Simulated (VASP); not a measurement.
# Al (P6_3/mmc) in VASP: notebook

Runs on Al. Level: PBE+D3(BJ). Tasks: single point.

Everything below comes from runs of VASP 6.6.1. Logs are shortened: lines on timing, memory, paths and dates and some standing lists are left out, and cuts for length are marked.

## Step 1: The cell of the first run

Symmetry: P6_3/mmc, No. 194, hexagonal system. The conventional cell has a = 2.617 Å, b = 2.617 Å, c = 10.838 Å, α = 90.00°, β = 90.00°, γ = 120.00°. Al (site symmetry -3m) has 12 Al at 2.62 to 3.10 Å within 3.5 Å. Within 3.5 Å of Al (site symmetry -6m2) lie 12 Al at 2.62 to 3.10 Å.

This isn't the form of Al at room conditions, which is fcc.

## Step 2: Single point, PBE+D3(BJ)

INCAR reads:

```
SYSTEM = Al
ALGO = Normal
EDIFF = 1E-7
ENCUT = 520
GGA = PE
ISIF = 2
ISMEAR = 0
IVDW = 12
LASPH = .TRUE.
LCHARG = .FALSE.
LREAL = .FALSE.
LWAVE = .FALSE.
NBANDS = 14
NELM = 80
PREC = Accurate
SIGMA = 0.15
```

KPOINTS reads:

```
k-points
0
G
  18 18 4
  0 0 0
```

POSCAR reads:

```
Al
1.0
    2.6174000000      0.0000000000      0.0000000000
   -1.3087000000      2.2667348919      0.0000000000
    0.0000000000      0.0000000000     10.8379000000
Al
4
Direct
    0.0000000000      0.0000000000      0.0000000000
    0.3333333333      0.6666666667      0.2500000000
    0.0000000000      0.0000000000      0.5000000000
    0.6666666667      0.3333333333      0.7500000000
```

Potentials or basis: VASP PAW PBE potentials, release 64 (Al).

Started as:

```console
$ cat potpaw_PBE.64/Al/POTCAR > POTCAR
$ mpirun -np 1 vasp_std > vasp.out
```

OUTCAR:

```text
SYSTEM = Al
   EDIFF = 1E-7
   ENCUT = 520
   GGA = PE
   ISIF = 2
   ISMEAR = 0
   IVDW = 12
   LASPH = .TRUE.
   LREAL = .FALSE.
   NELM = 80
   PREC = Accurate
 IVDW          = 12

 ion  position               nearest neighbor table
   1  0.000  0.000  0.000-   2 3.10   4 3.10   4 3.10   2 3.10   4 3.10   2 3.10
   2  0.333  0.667  0.250-   1 3.10   3 3.10   1 3.10   3 3.10   1 3.10   3 3.10
   3  0.000  0.000  0.500-   2 3.10   4 3.10   4 3.10   2 3.10   4 3.10   2 3.10
   4  0.667  0.333  0.750-   1 3.10   3 3.10   1 3.10   3 3.10   1 3.10   3 3.10

  LATTYP: Found a hexagonal cell.
 ALAT       =     2.6174000000
 C/A-ratio  =     4.1407121571

  Lattice vectors:

 A1 = (   2.6174000000,   0.0000000000,   0.0000000000)
 A2 = (  -1.3087000000,   2.2667348919,   0.0000000000)
 A3 = (   0.0000000000,   0.0000000000,  10.8379000000)

Analysis of symmetry for initial positions (statically):
=====================================================================
 Subroutine PRICEL returns:
 Original cell was already a primitive cell.

 Routine SETGRP: Setting up the symmetry group for a
 hexagonal supercell.

 Subroutine GETGRP returns: Found 24 space group operations
 (whereof 12 operations were pure point group operations)
 out of a pool of 24 trial point group operations.

The static configuration has the point symmetry D_3d.
 The point group associated with its full space group is D_6h.

Analysis of symmetry for dynamics (positions and initial velocities):
=====================================================================
 Subroutine PRICEL returns:
 Original cell was already a primitive cell.

 Routine SETGRP: Setting up the symmetry group for a
 hexagonal supercell.

 Subroutine GETGRP returns: Found 24 space group operations
 (whereof 12 operations were pure point group operations)
 out of a pool of 24 trial point group operations.

The dynamic configuration has the point symmetry D_3d.
 The point group associated with its full space group is D_6h.

 Subroutine INISYM returns: Found 24 space group operations
 (whereof 12 operations are pure point group operations),
 and found     1 'primitive' translations

----------------------------------------------------------------------------------------

                                     Primitive cell

  volume of cell :      64.3007

[... 104 lines left out ...]
   NUPDOWN=      -1.0000    fix difference up-down
   EMIN   =  10.00;   EMAX   =-10.00  energy-range for DOS
   EFERMI =   0.00;   METHOD = LEGACY
   ISMEAR =     0;   SIGMA  =   0.15  broadening in eV -4-tet -1-fermi 0-gaus
   EFERMI_NEDOS =   21; number of points for ismear=-14 and -15
   IALGO  =     38    algorithm
   IMIX   =      4    mixing-type and parameters
     AMIX     =   0.40;   BMIX     =  1.00
     AMIX_MAG =   1.60;   BMIX_MAG =  1.00
  volume/ion in A,a.u.               =      16.08       108.48
  Fermi-wavevector in a.u.,A,eV,Ry     =   0.935542  1.767918 11.908346  0.875239
  Thomas-Fermi vector in A             =   2.062460
   LORBIT       =      0    0 simple, 1 ext, 2 COOP (PROOUT), +10 PAW based schemes
   GGA     = PE    functional components
   LHFCALC =     F    Hartree Fock is set to
   AEXX    =    0.0000 exact exchange contribution
   IVDW    =    12    specifies the selected vdW correction
   LEPSILON=     F    determine dielectric tensor
   LRPA    =     F    only Hartree local field effects (RPA)
 non-spin polarized calculation
 Gauss-broadening in eV      SIGMA  =   0.15
  energy-cutoff  :      520.00
  volume of cell :       64.30
 maximum number of plane-waves:      1770
 NGX is ok and might be reduce to    20
   NGX =  9   NGY =  9   NGZ = 41

 number of electron      12.0000000 magnetization

 Free energy of the ion-electron system (eV)
  ---------------------------------------------------
  ext. energy  EPLUGINS =         0.00000000
  ---------------------------------------------------
  free energy    TOTEN  =       -14.27055731 eV

  energy without entropy =      -14.25218506  energy(sigma->0) =      -14.26137118

 E-fermi :   8.1789     XC(G=0): -10.2532

 val. band max:        8.1542152233   @ k =   0.3889   0.2222   0.2500
 cond. band min:       8.1824045700   @ k =   0.4444   0.0000   0.5000
 fundamental gap:      0.0281893467
 Fermi energy:         8.1789045965

 k-point     1 :       0.0000    0.0000    0.0000
  band No.  band energies     occupation
      1      -3.1071      2.00000
      2      -1.8810      2.00000
      3      -1.8767      2.00000
      4       1.0954      2.00000
      5       2.6528      2.00000
      6       7.9030      1.99072
      7       7.9051      1.99017
      8      15.7220      0.00000
      9      15.9564      0.00000
     10      22.4230      0.00000
     11      22.4233      0.00000
     12      22.6648      0.00000
     13      22.6703      0.00000
     14      22.9193      0.00000
[... 377 lines left out ...]
      1       2.6762      2.00000
      2       3.8122      2.00000
      3       3.8124      2.00000
      4       5.4678      2.00000
      5       6.6262      2.00000
      6       6.9881      2.00000
      7       7.4978      2.00000
      8       8.3092      0.21922
      9       9.7152      0.00000
     10      11.3331      0.00000
     11      12.9111      0.00000
     12      13.1009      0.00000
     13      14.0246      0.00000
     14      14.7261      0.00000

 [... further k-points ...]

------------------------ aborting loop because EDIFF is reached ----------------------------------------

 Edisp (eV)   -1.38877

 E8    (eV) :    -0.6232

  FORCE on cell =-STRESS in cart. coord.  units (eV):
  Direction    XX          YY          ZZ          XY          YZ          ZX
  --------------------------------------------------------------------------------------
  -------------------------------------------------------------------------------------
  Total       5.19812     5.19812    -3.77683     0.00000     0.00000     0.00000
  in kB     129.52116   129.52116   -94.10713     0.00000     0.00000     0.00000
  external pressure =       54.98 kB  Pullay stress =        0.00 kB

 VOLUME and BASIS-vectors are now :
 -----------------------------------------------------------------------------
  energy-cutoff  :      520.00
  volume of cell :       64.30
      direct lattice vectors                 reciprocal lattice vectors
     2.617400000  0.000000000  0.000000000     0.382058531  0.220581596  0.000000000
    -1.308700000  2.266734892  0.000000000     0.000000000  0.441163192  0.000000000
     0.000000000  0.000000000 10.837900000     0.000000000  0.000000000  0.092268797

 POSITION                                       TOTAL-FORCE (eV/Angst)
 -----------------------------------------------------------------------------------
      0.00000      0.00000      0.00000         0.000000      0.000000     -0.000000
     -0.00000      1.51116      2.70947         0.000000     -0.000000     -0.000000
      0.00000      0.00000      5.41895         0.000000      0.000000     -0.000000
      1.30870      0.75558      8.12843        -0.000000      0.000000      0.000000
 -----------------------------------------------------------------------------------
    total drift:                               -0.000000      0.000000     -0.000000

  FREE ENERGIE OF THE ION-ELECTRON SYSTEM (eV)
  ---------------------------------------------------
  free  energy   TOTEN  =       -15.6593318087 eV

  energy  without entropy=      -15.6409595655  energy(sigma->0) =      -15.65014569
```

OSZICAR:

```text
N       E                     dE             d eps       ncg     rms          rms(c)
DAV:   1     0.759684508733E+01    0.75968E+01   -0.42095E+03  3108   0.661E+02
DAV:   2    -0.136729688290E+02   -0.21270E+02   -0.19828E+02  4004   0.905E+01
DAV:   3    -0.144022842259E+02   -0.72932E+00   -0.71894E+00  4258   0.136E+01
DAV:   4    -0.144083077686E+02   -0.60235E-02   -0.60201E-02  3682   0.148E+00
DAV:   5    -0.144083794842E+02   -0.71716E-04   -0.71715E-04  4214   0.168E-01    0.310E+00
DAV:   6    -0.143219983805E+02    0.86381E-01   -0.17949E-02  3804   0.603E-01    0.181E+00
DAV:   7    -0.142711350126E+02    0.50863E-01   -0.36712E-02  3800   0.886E-01    0.201E-01
DAV:   8    -0.142706612942E+02    0.47372E-03   -0.21665E-03  3858   0.252E-01    0.739E-02
DAV:   9    -0.142705602942E+02    0.10100E-03   -0.65144E-05  4106   0.418E-02    0.326E-02
DAV:  10    -0.142705579754E+02    0.23188E-05   -0.63816E-06  4018   0.128E-02    0.110E-02
DAV:  11    -0.142705573487E+02    0.62671E-06   -0.47263E-07  4000   0.365E-03    0.223E-03
DAV:  12    -0.142705573064E+02    0.42325E-07   -0.92495E-09  2412   0.570E-04
   1 F= -.15659332E+02 E0= -.15650146E+02  d E =-.183722E-01
```

Wall time 32 s (1 thread of Intel Xeon 6975P-C (Granite Rapids), shared host); peak memory 0.22 GiB.

What came out:

| Property | Result |
| --- | --- |
| Free energy | -15.6593 eV |
| Pressure | 5.5 GPa |
| Band gap on the k mesh | zero (bands 6 and 7 overlap by 3.29 eV) |
| Dispersion energy per atom | -0.347 eV |

Caveat: the cell stands under pressure.

## Step 3: Single point, PBE+D3(BJ)

This run uses another cell than the first one, of 16.15 Å³/atom.

INCAR reads:

```
PREC = Accurate
ENCUT = 520
EDIFF = 1E-6
ISMEAR = 0
SIGMA = 0.15
LREAL = False
LASPH = True
NELM = 80
ALGO = Normal
ISIF = 2
LWAVE = False
LCHARG = False
GGA = PE
IVDW = 12
NBANDS = 14
```

KPOINTS reads:

```
regular mesh
0
Gamma
  18 18 4
```

POSCAR reads:

```
Al
1.0
    2.9720000000      0.0000000000      0.0000000000
   -1.4860000000      2.5738275000      0.0000000000
    0.0000000000      0.0000000000      8.4426000000
Al
4
Direct
    0.0000000000      0.0000000000      0.0000000000
    0.3333333333      0.6666666667      0.2500000000
    0.0000000000      0.0000000000      0.5000000000
    0.6666666667      0.3333333333      0.7500000000
```

Potentials or basis: VASP PAW PBE potentials, release 64 (Al).

Started as:

```console
$ cat potpaw_PBE.64/Al/POTCAR > POTCAR
$ mpirun -np 1 vasp_std > vasp.out
```

Run time: 21 s. Hardware: 1 thread of Intel Xeon 6975P-C (Granite Rapids), shared host; peak memory 0.23 GiB.

Results (log left out):

- Free energy: -16.0876 eV
- Pressure: 0.6 GPa
- Band gap on the k mesh: zero (bands 6 and 7 overlap by 8.16 eV)
- Dispersion energy per atom: -0.344 eV

Stress tensor (GPa, compression positive):
```
-3.40  0.00  0.00
 0.00 -3.40  0.00
 0.00  0.00  8.55
```

Levels at points of the mesh, in eV from the Fermi level:
```csv
k point,band 2,band 3,band 4,band 5,band 6,band 7,band 8,band 9,band 10,band 11
"(0.00, 0.00, 0.00)",-9.20,-9.20,-3.74,-2.58,6.30,6.38,8.69,8.69,9.06,9.06
"(0.50, 0.00, 0.00)",-5.68,-4.17,-3.98,-3.64,-3.40,1.16,1.66,2.71,2.75,4.09
"(0.00, 0.00, 0.50)",-10.75,-6.68,-6.68,1.24,1.24,9.05,9.05,9.05,9.05,9.68
"(0.50, 0.00, 0.50)",-5.43,-5.17,-5.17,-1.70,-1.70,-0.96,-0.96,4.53,4.53,5.25
```

## Step 4: Single point, PBE+D3(BJ)

This run uses another cell than the first one, of 16.29 Å³/atom.

INCAR reads:

```
ALGO     = Normal         # electronic algorithm
EDIFF    = 1E-6           # SCF threshold, eV
ENCUT    = 520            # plane-wave cutoff, eV
GGA      = PE             # functional
ISIF     = 2              # what is computed and relaxed
ISMEAR   = 0              # smearing method
IVDW     = 12             # dispersion correction
LASPH    = T              # aspherical terms in the spheres
LCHARG   = F              # write CHGCAR
LREAL    = F              # projectors in reciprocal space
LWAVE    = F              # write WAVECAR
NBANDS   = 14             # bands
NELM     = 80             # most SCF steps
PREC     = Accurate       # precision mode
SIGMA    = 0.15           # smearing width, eV
```

KPOINTS reads:

```
k-points
0
Gamma
  18 18 4
```

POSCAR reads:

```
Al
1.0
    2.8538000000      0.0000000000      0.0000000000
   -1.4269000000      2.4714632973      0.0000000000
    0.0000000000      0.0000000000      9.2410470711
Al
4
Direct
    0.0000000000      0.0000000000      0.0000000000
    0.3333333333      0.6666666667      0.2500000000
    0.0000000000      0.0000000000      0.5000000000
    0.6666666667      0.3333333333      0.7500000000
```

Started as:

```console
$ cat potpaw_PBE.64/Al/POTCAR > POTCAR
$ mpirun -np 1 vasp_std > vasp.out
```

Run time: 25 s. Hardware: 1 thread of Intel Xeon 6975P-C (Granite Rapids), shared host; peak memory 0.23 GiB.

Results (log left out):

- Free energy: -16.2995 eV
- Pressure: -2.3 GPa
- Band gap on the k mesh: zero (bands 6 and 7 overlap by 5.62 eV)
- Dispersion energy per atom: -0.341 eV

Stress tensor (GPa, compression positive):
```
-2.71  0.00  0.00
 0.00 -2.71  0.00
 0.00  0.00 -1.37
```

Levels at points of the mesh, in eV from the Fermi level:
```csv
k point,band 4,band 5,band 6,band 7,band 8,band 9
"(0.00, 0.00, 0.00)",-4.58,-4.27,3.64,3.65,10.64,10.64
"(0.50, 0.00, 0.00)",-3.87,-3.35,-3.25,0.86,1.31,1.43
"(0.00, 0.00, 0.50)",-7.36,-0.74,-0.74,8.58,8.58,10.97
"(0.50, 0.00, 0.50)",-4.82,-1.84,-1.84,-1.18,-1.18,4.71
```

## Step 5: Summary

```tsv
cell	gap on the mesh (eV)	pressure (GPa)
a = 2.617, b = 2.617, c = 10.838 Å, angles 90.0, 90.0, 120.0°, 4 atoms	none	5.5
a = 2.972, b = 2.972, c = 8.443 Å, angles 90.0, 90.0, 120.0°, 4 atoms	none	0.6
a = 2.854, b = 2.854, c = 9.241 Å, angles 90.0, 90.0, 120.0°, 4 atoms	none	-2.3
```

Alike in all rows: task single point; level PBE+D3(BJ); potentials or basis VASP PAW PBE potentials, release 64 (Al); no spin polarisation; k mesh 18 × 18 × 4; cutoff (eV) 520; smearing gaussian 0.15 eV.

Caveats: the cell stands under pressure (at least some runs).

Total energies depend on the potentials used, so only differences within one code and one set of settings carry meaning.
